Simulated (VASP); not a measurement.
Wanted: the native input for a VASP 6.6.1 run.

* Task: single point
* Functional: PBE
* Potentials or basis: VASP PAW PBE potentials, release 64 (Ti_sv)
* Cutoff: 520 eV
* k mesh: 14 × 14 × 14
* Occupations: methfessel-paxton, width 0.15 eV
* Spin: no spin polarisation
* Dipole correction: no
* Further INCAR settings: ALGO = Normal; EDIFF = 1e-07; NBANDS = 12

The structure of Ti lies in POSCAR:

```
Ti
1.0
   -1.6410000000      1.6410000000      1.6410000000
    1.6410000000     -1.6410000000      1.6410000000
    1.6410000000      1.6410000000     -1.6410000000
Ti
1
Direct
    0.0000000000      0.0000000000      0.0000000000
```

The input as run:

INCAR

```
  PREC = Accurate
  ENCUT = 520
  EDIFF = 1E-7
  ISMEAR = 1
  SIGMA = 0.15
  LREAL = F
  LASPH = T
  NELM = 60
  ALGO = Normal
  ISIF = 2
  LWAVE = F
  LCHARG = F
  GGA = PE
  NBANDS = 12
```

KPOINTS

```
regular mesh
0
Gamma
  14 14 14
```

Potentials or basis: VASP PAW PBE potentials, release 64 (Ti_sv).

Run with:

```console
$ cat potpaw_PBE.64/Ti_sv/POTCAR > POTCAR
$ mpirun -np 1 vasp_std > vasp.out
```

Results of the run:

```json
{
 "Pressure": "-2.7 GPa",
 "Band gap on the k mesh": "zero (band 6 reaches 8.87 eV, above the bottom of band 7 at 7.25 eV)"
}
```

Run time: 30 s on 1 thread of Intel Xeon 6975P-C (shared host), peak memory 0.15 GiB.
